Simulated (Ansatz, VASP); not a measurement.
# Two plane-wave programs on AlN

Contents of INCAR:

```
PREC = Accurate
ENCUT = 520
EDIFF = 1E-6
ISMEAR = -1
SIGMA = 0.02
LREAL = False
LASPH = True
NELM = 100
ALGO = Normal
ISIF = 2
LWAVE = False
LCHARG = True
GGA = PE
LELF = True
LVHAR = True
NBANDS = 11
```

The input KPOINTS:

```
Automatic mesh
0
Gamma
  10 10 10
```

Contents of POSCAR:

```
AlN
1.0
    0.0000000000      2.1848764208      2.0782544515
    2.1848764208      0.0000000000      2.0782544515
    2.1848764208      2.1848764208      0.0000000000
Al N
1 1
Direct
    0.0000000000      0.0000000000      0.0000000000
    0.2500000000      0.2500000000      0.2500000000
```

Input for Ansatz:

```yaml
crystal:
  lattice:
    - [0.0, 2.1848764208, 2.0782544515]
    - [2.1848764208, 0.0, 2.0782544515]
    - [2.1848764208, 2.1848764208, 0.0]
  atoms:
    - { symbol: Al, position: [0.0, 0.0, 0.0] }
    - { symbol: "N", position: [0.25, 0.25, 0.25] }
kpoints:
  mp_grid: { grid: [10, 10, 10] }
  band_path:
    path:
      - [0.0, 0.0, 0.0]
      - [-0.5, -0.5, 0.0]
      - [-0.375, -0.375, 0.25]
      - [-0.375, 0.0, 0.375]
      - [0.0, 0.0, 0.5]
      - [-0.5, -0.25, 0.25]
    npoints: 1
hamiltonian:
  xc: pbe
scf:
  occupations: { method: fermi_dirac, width: 0.02 }
  n_extra_bands: 4
output:
  forces: true
  stress: true
  eigenvalues: true
```

Change from the starting cell: uniaxial_z strain -4.9%.

Alike in both runs: task single point; functional PBE; k mesh 10 × 10 × 10; occupations fermi-dirac, width 0.02 eV; no spin polarisation.

|  | VASP | Ansatz |
| --- | --- | --- |
| version | VASP 6.6.1 | Ansatz 0.2.0 |
| potentials or method | VASP PAW PBE potentials, release 64 (Al, N) | plane waves, PAW |
| plane-wave cutoff (eV) | 520 | 420 |
| valence electrons in the cell | 8 | 8 |

```csv
,VASP,Ansatz,Ansatz less VASP
gap on the k mesh at the Fermi level (eV),3.07,3.08,+0.010
pressure (GPa),15.7,15.9,+0.24
"traceless stress, the component that is largest in VASP (GPa)",3.41,3.37,-0.032
```
